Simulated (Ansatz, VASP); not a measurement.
**Ba2H: VASP beside Ansatz**

```
Ba H
1.0
    -1.90480    1.90480    7.23520
     1.90480   -1.90480    7.23520
     1.90480    1.90480   -7.23520
Ba H
2 1
Direct
  0.62588 0.62588 0.00000
  0.37412 0.37412 0.00000
  0.00000 0.00000 0.00000
```

Alike in both runs: functional PBE; k mesh 6 × 6 × 6; occupations gaussian, width 0.1 eV; no spin polarisation.

Ansatz relaxed the structure, and its values are those at the end. VASP's run is a single point on that final structure, the one shown.

|  | VASP | Ansatz |
| --- | --- | --- |
| version | VASP 6.6.1 | Ansatz 0.2.0 |
| potentials or method | VASP PAW PBE potentials, release 64 (Ba_sv, H), cutoff 520 eV | scalar-relativistic, plane waves, PAW |
| valence electrons in the cell | 21 | 21 |

|  | VASP | Ansatz | Ansatz less VASP |
| --- | --- | --- | --- |
| gap on the k mesh at the Fermi level (eV) | none | none | - |
| pressure (GPa) | 0.3 | 0.0 | -0.26 |
| rms of the force components (eV/Å) | 0.033 | 0.013 | -0.0200 |

A gap of «none» marks a metal or a gap that the smearing closes.

The k mesh is coarse, so the values compare programs but aren't converged. Neither program's run includes spin-orbit coupling.
